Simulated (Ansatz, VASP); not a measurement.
One calculation of Ca, two programs

The input INCAR:

```
SYSTEM = Ca
ALGO = Fast ; EDIFF = 1E-6
ENCUT = 520 ; GGA = PS
ISIF = 2 ; ISMEAR = 0
LASPH = .TRUE. ; LCHARG = .FALSE.
LREAL = .FALSE. ; LWAVE = .FALSE.
NBANDS = 11 ; NELM = 100
PREC = Accurate ; SIGMA = 0.15
```

Contents of KPOINTS:

```
k-points
0
G
  16 16 16
  0 0 0
```

File POSCAR:

```
Ca
1.0
   -2.1504000000      2.1504000000      2.3296000000
    2.1504000000     -2.1504000000      2.3296000000
    2.1504000000      2.1504000000     -2.3296000000
Ca
1
Direct
    0.0000000000      0.0000000000      0.0000000000
```

Input for Ansatz:

```yaml
crystal:
  lattice:
    - [-2.1504, 2.1504, 2.3296]
    - [2.1504, -2.1504, 2.3296]
    - [2.1504, 2.1504, -2.3296]
  atoms:
    - { symbol: Ca, position: [0.0, 0.0, 0.0] }
basis:
  ecutwfc: 420
kpoints:
  mp_grid: { grid: [16, 16, 16] }
hamiltonian:
  xc: pbesol
scf:
  occupations: { method: gaussian, width: 0.15 }
output:
  forces: true
  stress: true
  eigenvalues: true
```

Change from the starting cell: strain -0.040 along x and y, +0.040 along z, atoms carried along.

Alike in both runs: task single point; functional PBEsol; k mesh 16 × 16 × 16; occupations gaussian, width 0.15 eV; no spin polarisation.

|  | VASP | Ansatz |
| --- | --- | --- |
| version | VASP 6.6.1 | Ansatz 0.2.0 |
| potentials or method | VASP PAW PBE potentials, release 64 (Ca_sv), cutoff 520 eV | scalar-relativistic, plane waves, PAW |
| valence electrons in the cell | 10 | 10 |

```csv
,VASP,Ansatz,Ansatz less VASP
gap on the k mesh at the Fermi level (eV),none,none,-
pressure (GPa),-1.0,-1.0,-0.01
"traceless stress, the component that is largest in VASP (GPa)",0.14,0.14,0.000
```

VASP's potentials were made for PBE, not for PBEsol. A gap of «none» marks a metal or a gap that the smearing closes.
